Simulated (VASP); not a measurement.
Here is a VASP 6.6.1 calculation.

POSCAR

```
Cs2SnI6
1.0
    0.0000000000      5.9203886531      5.9203886531
    5.9203886531      0.0000000000      5.9203886531
    5.9203886531      5.9203886531      0.0000000000
Cs Sn I
2 1 6
Direct
    0.2500000000      0.2500000000      0.2500000000
    0.7500000000      0.7500000000      0.7500000000
    0.0000000000      0.0000000000      0.0000000000
    0.2436476375      0.7563523625      0.7563523625
    0.2436476375      0.7563523625      0.2436476375
    0.7563523625      0.2436476375      0.7563523625
    0.7563523625      0.2436476375      0.2436476375
    0.7563523625      0.7563523625      0.2436476375
    0.2436476375      0.2436476375      0.7563523625
```

Contents of INCAR.step1:

```
ALGO     = Normal         # electronic algorithm
EDIFF    = 1E-5           # SCF threshold, eV
ENCUT    = 400            # plane-wave cutoff, eV
GGA      = PE             # functional
GGA_COMPAT= F            
ISIF     = 2              # what is computed and relaxed
ISMEAR   = 0              # smearing method
LASPH    = T              # aspherical terms in the spheres
LCHARG   = F              # write CHGCAR
LREAL    = F              # projectors in reciprocal space
LWAVE    = T              # write WAVECAR
NBANDS   = 47             # bands
NELM     = 120            # most SCF steps
PREC     = Accurate       # precision mode
SIGMA    = 0.01           # smearing width, eV
```

File INCAR.step2:

```
AEXX     = 0.25           # exact-exchange fraction
ALGO     = Normal         # electronic algorithm
EDIFF    = 1E-6           # SCF threshold, eV
ENCUT    = 400            # plane-wave cutoff, eV
GGA      = PE             # functional
GGA_COMPAT= F            
ISIF     = 2              # what is computed and relaxed
ISMEAR   = 0              # smearing method
ISTART   = 1            
LASPH    = T              # aspherical terms in the spheres
LCHARG   = F              # write CHGCAR
LHFCALC  = T              # exact exchange
LREAL    = F              # projectors in reciprocal space
LWAVE    = F              # write WAVECAR
NBANDS   = 47             # bands
NELM     = 120            # most SCF steps
PREC     = Accurate       # precision mode
PRECFOCK = Fast         
SIGMA    = 0.01           # smearing width, eV
```

The input KPOINTS:

```
k-points
0
Gamma
  2 2 2
```

Potentials or basis: VASP PAW PBE potentials, release 64 (Cs_sv, Sn_d, I).

Command:

```console
$ cat potpaw_PBE.64/Cs_sv/POTCAR potpaw_PBE.64/Sn_d/POTCAR potpaw_PBE.64/I/POTCAR > POTCAR
$ cp INCAR.step1 INCAR
$ mpirun -np 1 vasp_std > vasp.out
$ cp INCAR.step2 INCAR
$ mpirun -np 1 vasp_std > vasp.out
```

Task: Estimate the largest force.

Result: 0.218 eV/Å.

Task: Estimate the band gap on the k mesh.

Result: 1.70 eV.

Forces in eV/Å, atoms in the order of the input:
```
Cs   0.000  0.000  0.000
Cs   0.000  0.000  0.000
Sn   0.000  0.000  0.000
I    0.218  0.000  0.000
I    0.000 -0.218  0.000
I    0.000  0.218  0.000
I   -0.218  0.000  0.000
I    0.000  0.000  0.218
I    0.000  0.000 -0.218
```

Caveat: the k points lie up to 0.46 Å⁻¹ apart; the PAW data sets were made with another functional, which shifts forces and pressure a little; spin-orbit coupling is left out, which moves the levels of the heavy elements.
